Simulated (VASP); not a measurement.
Here is a VASP 6.6.1 calculation.

Contents of POSCAR:

```
Hf
1.0
    0.0000000000      2.1312000000      2.3088000000
    2.1312000000      0.0000000000      2.3088000000
    2.1312000000      2.1312000000      0.0000000000
Hf
1
Direct
    0.0000000000      0.0000000000      0.0000000000
```

INCAR.step1

```
ALGO = Normal
EDIFF = 1E-4
ENCUT = 520
GGA = PE
ISMEAR = 0
LASPH = T
LCHARG = F
LREAL = F
LWAVE = T
NBANDS = 11
NELM = 100
PREC = Accurate
SIGMA = 0.15
```

File INCAR.step2:

```
ALGO = Normal
EDIFF = 1E-6
ENCUT = 520
ISIF = 2
ISMEAR = 0
ISTART = 1
LASPH = T
LCHARG = T
LELF = T
LMIXTAU = T
LREAL = F
LVHAR = T
LWAVE = F
METAGGA = R2SCAN
NBANDS = 11
NELM = 100
PREC = Accurate
SIGMA = 0.15
```

File KPOINTS:

```
k-points
0
Gamma
  18 18 18
```

Potentials or basis: VASP PAW PBE potentials, release 64 (Hf_pv).

Command:

```bash
$ cat potpaw_PBE.64/Hf_pv/POTCAR > POTCAR
$ cp INCAR.step1 INCAR
$ mpirun -np 1 vasp_std > vasp.out
$ cp INCAR.step2 INCAR
$ mpirun -np 1 vasp_std > vasp.out
```

Predict the pressure.

7.2 GPa.

Estimate the band gap on the k mesh.

zero (band 5 reaches 6.27 eV, above the bottom of band 6 at 4.43 eV).

Stress tensor (GPa, compression positive):
```
8.67 0.00 0.00
0.00 8.67 0.00
0.00 0.00 4.12
```

Caveat: the cell differs from its parent crystal (strain -0.040 along x and y, +0.040 along z); the PAW data sets were made with another functional, which shifts forces and pressure a little; spin-orbit coupling is left out, which moves the levels of the heavy elements.
